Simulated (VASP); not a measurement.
A run of VASP 6.6.1:

INCAR

```
SYSTEM = Ca
ALGO = Normal
EDIFF = 1E-6
ENCUT = 520
GGA = PS
ISIF = 2
ISMEAR = -1
LASPH = .TRUE.
LCHARG = .FALSE.
LREAL = .FALSE.
LWAVE = .FALSE.
NBANDS = 11
NELM = 60
PREC = Accurate
SIGMA = 0.05
```

KPOINTS

```
k-points
0
G
  11 11 11
  0 0 0
```

File POSCAR:

```
Ca
1.0
    0.0000000000      2.7848547797      2.7848547797
    2.7848547797      0.0000000000      2.7848547797
    2.7848547797      2.7848547797      0.0000000000
Ca
1
Direct
    0.0000000000      0.0000000000      0.0000000000
```

Potentials or basis: VASP PAW PBE potentials, release 64 (Ca_sv).

The run is started by

```sh
$ cat potpaw_PBE.64/Ca_sv/POTCAR > POTCAR
$ mpirun -np 1 vasp_std > vasp.out
```

Hardware: 1 thread of Intel(R) Xeon(R) Platinum 8259CL CPU @ 2.50GHz (Skylake/Cascade Lake), with other jobs on the host.

Problem. How long does it take, and how much memory?

Solution. Wall time 24 s on 1 thread of Intel(R) Xeon(R) Platinum 8259CL CPU @ 2.50GHz (Skylake/Cascade Lake) (shared host), peak memory 0.18 GiB. Counts: scf iterations 10, k points 56.
